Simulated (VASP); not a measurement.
# Ge in VASP: single point with PBE

Aim: the single point of Ge with PBE.

Program: VASP 6.6.1. These are calculated values, not measurements. Logs are shortened: lines on timing, memory, paths and dates and some standing lists are left out, and cuts for length are marked.

**1. The cell of the first run**

The cell holds a slab with vacuum, 4 atoms: a = 4.074 Å, b = 4.074 Å, c = 20.158 Å, α = 90.00°, β = 90.00°, γ = 120.00°.

**2. Single point, PBE**

POSCAR reads:

```
Ge
1.0
    4.0736070246      0.0000000000      0.0000000000
   -2.0368035123      3.5278471684      0.0000000000
    0.0000000000      0.0000000000     20.1576000000
Ge
4
Direct
    0.1666666665      0.3333333335      0.3968724510
    0.5000000005      0.9999999995      0.4381234709
    0.5000000005      0.9999999995      0.5618765296
    0.8333333335      0.6666666665      0.6031275490
```

INCAR.step1 reads:

```
SYSTEM = Ge
  ALGO = Normal
  DIPOL = 0.5 0.5 0.500
  EDIFF = 1E-6
  ENCUT = 520
  GGA = PE
  IDIPOL = 3
  ISIF = 2
  ISMEAR = -1
  LASPH = .True.
  LCHARG = .True.
  LDIPOL = .True.
  LREAL = .False.
  LWAVE = .False.
  NBANDS = 36
  NELM = 60
  PREC = Accurate
  SIGMA = 0.02
```

KPOINTS.step1 reads:

```
k-points
0
Gamma
  9 9 1
  0 0 0
```

INCAR.step2 reads:

```
SYSTEM = Ge
  ALGO = Normal
  DIPOL = 0.5 0.5 0.500
  EDIFF = 1E-6
  ENCUT = 520
  GGA = PE
  ICHARG = 11
  IDIPOL = 3
  ISIF = 2
  ISMEAR = -5
  LASPH = .True.
  LCHARG = .False.
  LDIPOL = .True.
  LORBIT = 10
  LREAL = .False.
  LWAVE = .False.
  NBANDS = 36
  NEDOS = 2001
  NELM = 60
  PREC = Accurate
  SIGMA = 0.02
```

KPOINTS.step2 reads:

```
k-points
0
Gamma
  14 14 1
  0 0 0
```

Potentials or basis: VASP PAW PBE potentials, release 64 (Ge_d).

Run with:

```bash
cat potpaw_PBE.64/Ge_d/POTCAR > POTCAR
cp INCAR.step1 INCAR
cp KPOINTS.step1 KPOINTS
mpirun -np 1 vasp_std > vasp.out
cp INCAR.step2 INCAR
cp KPOINTS.step2 KPOINTS
mpirun -np 1 vasp_std > vasp.out
```

OUTCAR:

```text
SYSTEM = Ge
   EDIFF = 1E-6
   ENCUT = 520
   GGA = PE
   ICHARG = 11
   ISIF = 2
   ISMEAR = -5
   LASPH = .True.
   LORBIT = 10
   LREAL = .False.
   NELM = 60
   PREC = Accurate

 ion  position               nearest neighbor table
   1  0.167  0.333  0.397-   2 2.49   2 2.49   2 2.49
   2  0.500  1.000  0.438-   1 2.49   1 2.49   3 2.49   1 2.49
   3  0.500  1.000  0.562-   4 2.49   4 2.49   4 2.49   2 2.49
   4  0.833  0.667  0.603-   3 2.49   3 2.49   3 2.49

  LATTYP: Found a hexagonal cell.
 ALAT       =     4.0736070246
 C/A-ratio  =     4.9483418205

  Lattice vectors:

 A1 = (   4.0736070246,   0.0000000000,   0.0000000000)
 A2 = (  -2.0368035123,   3.5278471684,   0.0000000000)
 A3 = (   0.0000000000,   0.0000000000,  20.1576000000)

Analysis of symmetry for initial positions (statically):
=====================================================================
 Subroutine PRICEL returns:
 Original cell was already a primitive cell.

 Routine SETGRP: Setting up the symmetry group for a
 hexagonal supercell.

 Subroutine GETGRP returns: Found 12 space group operations
 (whereof  4 operations were pure point group operations)
 out of a pool of 24 trial point group operations.

The static configuration has the point symmetry C_2h.
 The point group associated with its full space group is D_3d.

Analysis of symmetry for dynamics (positions and initial velocities):
=====================================================================
 Subroutine PRICEL returns:
 Original cell was already a primitive cell.

 Routine SETGRP: Setting up the symmetry group for a
 hexagonal supercell.

 Subroutine GETGRP returns: Found 12 space group operations
 (whereof  4 operations were pure point group operations)
 out of a pool of 24 trial point group operations.

The dynamic configuration has the point symmetry C_2h.
 The point group associated with its full space group is D_3d.

 Subroutine INISYM returns: Found 12 space group operations
 (whereof  4 operations are pure point group operations),
 and found     1 'primitive' translations

----------------------------------------------------------------------------------------

                                     Primitive cell

  volume of cell :     289.6861

  direct lattice vectors                    reciprocal lattice vectors
     4.073607025  0.000000000  0.000000000     0.245482687  0.141729496  0.000000000
[... 105 lines left out ...]
   EFERMI =   0.00;   METHOD = LEGACY
   ISMEAR =    -5;   SIGMA  =   0.02  broadening in eV -4-tet -1-fermi 0-gaus
   EFERMI_NEDOS =   21; number of points for ismear=-14 and -15
   IALGO  =     38    algorithm
   IMIX   =      4    mixing-type and parameters
     AMIX     =   0.40;   BMIX     =  1.00
     AMIX_MAG =   1.60;   BMIX_MAG =  1.00
  volume/ion in A,a.u.               =      72.42       488.72
  Fermi-wavevector in a.u.,A,eV,Ry     =   0.946589  1.788794 12.191247  0.896031
  Thomas-Fermi vector in A             =   2.074602
   LORBIT       =     10    0 simple, 1 ext, 2 COOP (PROOUT), +10 PAW based schemes
   GGA     = PE    functional components
   LHFCALC =     F    Hartree Fock is set to
   AEXX    =    0.0000 exact exchange contribution
   IVDW    =     0    specifies the selected vdW correction
   LEPSILON=     F    determine dielectric tensor
   LRPA    =     F    only Hartree local field effects (RPA)
 non-spin polarized calculation
 Fermi weights with tetrahedron method with Bloechl corrections
  energy-cutoff  :      520.00
  volume of cell :      289.69
 maximum number of plane-waves:      7853

 number of electron      55.9999956 magnetization

 dipolmoment           0.000000      0.000000      0.000000 electrons x Angstroem

 Free energy of the ion-electron system (eV)
  ---------------------------------------------------
  ext. energy  EPLUGINS =         0.00000000
  ---------------------------------------------------
  free energy    TOTEN  =       -16.52841937 eV

  energy without entropy =      -16.52841937  energy(sigma->0) =      -16.52841937

 E-fermi :  -1.6951     XC(G=0):  -3.8954

 val. band max:       -1.5980995911   @ k =   0.0000   0.0000   0.0000
 cond. band min:      -1.6981409639   @ k =   0.2857   0.2857   0.0000
 fundamental gap:     -0.1000413727
 Fermi energy:        -1.6951305214

 k-point     1 :       0.0000    0.0000    0.0000
  band No.  band energies     occupation
      1     -26.1516      2.00000
      2     -26.1043      2.00000
      3     -26.1042      2.00000
      4     -26.0755      2.00000
      5     -26.0755      2.00000
      6     -26.0378      2.00000
[... 925 lines left out ...]
     35       4.6684      0.00000
     36       5.2396      0.00000

------------------------ aborting loop because EDIFF is reached ----------------------------------------

 vacuum level on the upper side and lower side of the slab       (xc-potential included)        -0.107        -0.107

  FORCE on cell =-STRESS in cart. coord.  units (eV):
  Direction    XX          YY          ZZ          XY          YZ          ZX
  --------------------------------------------------------------------------------------
  -------------------------------------------------------------------------------------
  Total       -0.6487873     -0.6487873      1.3073728      0.0000000      0.0000000      0.0000000
  in kB       -3.5882706     -3.5882706      7.2307330      0.0000000      0.0000000      0.0000000
  external PRESSURE =       0.0180639 kB  Pullay stress =       0.0000000 kB

 VOLUME and BASIS-vectors are now :
 -----------------------------------------------------------------------------
  energy-cutoff  :      520.00
  volume of cell :      289.69
      direct lattice vectors                 reciprocal lattice vectors
     4.073607025  0.000000000  0.000000000     0.245482687  0.141729496  0.000000000
    -2.036803512  3.527847168  0.000000000     0.000000000  0.283458991  0.000000000
     0.000000000  0.000000000 20.157600000     0.000000000  0.000000000  0.049609080

 POSITION                                       TOTAL-FORCE (eV/Angst)
 -----------------------------------------------------------------------------------
     -0.00000      1.17595      8.00000        -0.000000      0.000000      0.216014
      0.00000      3.52785      8.83152        -0.000000      0.000000     -0.799115
      0.00000      3.52785     11.32608         0.000000      0.000000      0.799115
      2.03680      2.35190     12.15760         0.000000     -0.000000     -0.216014
 -----------------------------------------------------------------------------------
    total drift:                                0.000020     -0.000011      0.000041

  FREE ENERGIE OF THE ION-ELECTRON SYSTEM (eV)
  ---------------------------------------------------
  free  energy   TOTEN  =       -16.5284193651 eV

  energy  without entropy=      -16.5284193651  energy(sigma->0) =      -16.52841937

 vacuum level on the upper side and lower side of the slab         2.748         2.748

 total charge

# of ion       s       p       d       tot
------------------------------------------
    1        1.200   1.073   9.998  12.271
    2        1.163   1.167  10.017  12.348
    3        1.163   1.167  10.017  12.348
    4        1.200   1.073   9.998  12.271
--------------------------------------------------
tot          4.726   4.481  40.031  49.238
```

OUTCAR.step1:

```text
SYSTEM = Ge
   EDIFF = 1E-6
   ENCUT = 520
   GGA = PE
   ISIF = 2
   ISMEAR = -1
   LASPH = .True.
   LREAL = .False.
   NELM = 60
[... 686 lines left out ...]
      0.00000      3.52785     11.32608         0.000000     -0.000000      0.783086
      2.03680      2.35190     12.15760         0.000000     -0.000000     -0.186874
 -----------------------------------------------------------------------------------
    total drift:                               -0.000004      0.000002     -0.000012

  FREE ENERGIE OF THE ION-ELECTRON SYSTEM (eV)
  ---------------------------------------------------
  free  energy   TOTEN  =       -16.5300316792 eV

  energy  without entropy=      -16.5299250089  energy(sigma->0) =      -16.52997834

 vacuum level on the upper side and lower side of the slab         2.748         2.748
```

OSZICAR.step1:

```text
N       E                     dE             d eps       ncg     rms          rms(c)
DAV:   1     0.478752997815E+03    0.47875E+03   -0.29543E+04  1016   0.255E+03
DAV:   2     0.587042795409E+02   -0.42005E+03   -0.41229E+03  1008   0.656E+02
DAV:   3    -0.132138108223E+02   -0.71918E+02   -0.71443E+02  1228   0.187E+02
DAV:   4    -0.165998655377E+02   -0.33861E+01   -0.33810E+01   996   0.499E+01
[... 13 lines left out ...]
DAV:  18    -0.165299958426E+02   -0.28582E-04   -0.12147E-06   740   0.720E-03    0.751E-04
DAV:  19    -0.165300180279E+02   -0.22185E-04   -0.89784E-07   696   0.759E-03    0.506E-04
DAV:  20    -0.165300278660E+02   -0.98381E-05   -0.58133E-07   704   0.202E-02    0.243E-04
DAV:  21    -0.165300312083E+02   -0.33423E-05   -0.22832E-07   688   0.745E-03    0.124E-04
DAV:  22    -0.165300316792E+02   -0.47097E-06   -0.62773E-08   652   0.222E-03
   1 F= -.16530032E+02 E0= -.16529978E+02  d E =-.106670E-03
```

Run time: 4.2 min. Hardware: 1 thread of AMD EPYC 7R13 (Zen 3), shared host; peak memory 0.38 GiB.

What came out:

* Valence electrons inside the program's atomic spheres: Ge 12.27, 12.35 (each value once)

Levels at points of the mesh, in eV from the Fermi level:
```
           k point  band 24  band 25  band 26  band 27  band 28  band 29  band 30  band 31  band 32  band 33
(0.00, 0.00, 0.00)    -2.19    -0.61    -0.61     0.10     0.10     0.56     1.08     1.53     3.56     3.56
(0.50, 0.00, 0.00)    -6.88    -2.60    -2.11    -1.30    -1.29     0.65     1.55     1.88     2.96     5.27
```
